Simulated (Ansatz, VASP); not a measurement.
## One calculation of P, two programs

INCAR

```
PREC = Accurate
ENCUT = 600
EDIFF = 1E-6
ISMEAR = -1
SIGMA = 0.1
LREAL = False
LASPH = True
NELM = 80
ALGO = Normal
ISIF = 3
LWAVE = False
LCHARG = False
GGA = RE
IBRION = 2
NSW = 80
EDIFFG = -0.01
```

Contents of KPOINTS:

```
regular mesh
0
Gamma
  12 12 12
```

Contents of POSCAR:

```
P
1.0
    2.5427581381      0.0000000000      0.0000000000
    0.0000000000      2.5427581381      0.0000000000
    0.0000000000      0.0000000000      2.5427581381
P
1
Direct
    0.0000000000      0.0000000000      0.0000000000
```

Input for Ansatz:

```yaml
crystal:
  lattice:
    - [2.5427581381, 0.0, 0.0]
    - [0.0, 2.5427581381, 0.0]
    - [0.0, 0.0, 2.5427581381]
  atoms:
    - { symbol: P, position: [0.0, 0.0, 0.0] }
hamiltonian:
  xc: revpbe
  pseudopotentials:
    kind: paw
    azcp:
      P: "pseudopotentials/P.paw.azcp"
basis:
  ecutwfc: 420
  fft_grid_basis: typed
kpoints:
  mp_grid: { grid: [12, 12, 12], shift: [0, 0, 0] }
magnetization:
  spin_polarized: false
scf:
  occupations: { method: fermi_dirac, width: 0.1 }
relax:
  max_steps: 60
  f_tol: 0.01
  cell: {}
```

Alike in both runs: task relaxation of cell and atoms; functional revPBE; k mesh 12 × 12 × 12; occupations fermi-dirac, width 0.1 eV; no spin polarisation.

|  | VASP | Ansatz |
| --- | --- | --- |
| version | VASP 6.6.1 | Ansatz 0.2.0 |
| potentials or method | VASP PAW PBE potentials, release 64 (P), cutoff 600 eV | plane waves (420 eV) with PAW, scalar-relativistic |
| valence electrons in the cell | 5 | 5 |

Ansatz gave:

```
relaxed volume (Å³/atom)                                     : 14.76
relaxed cell length with the largest relative difference (Å) : 2.453
```

**Question.** Estimate VASP's values.

**Answer.** Relaxed volume (Å³/atom): 14.69; relaxed cell length with the largest relative difference (Å): 2.449.

VASP's potentials were made for PBE, not for revPBE.
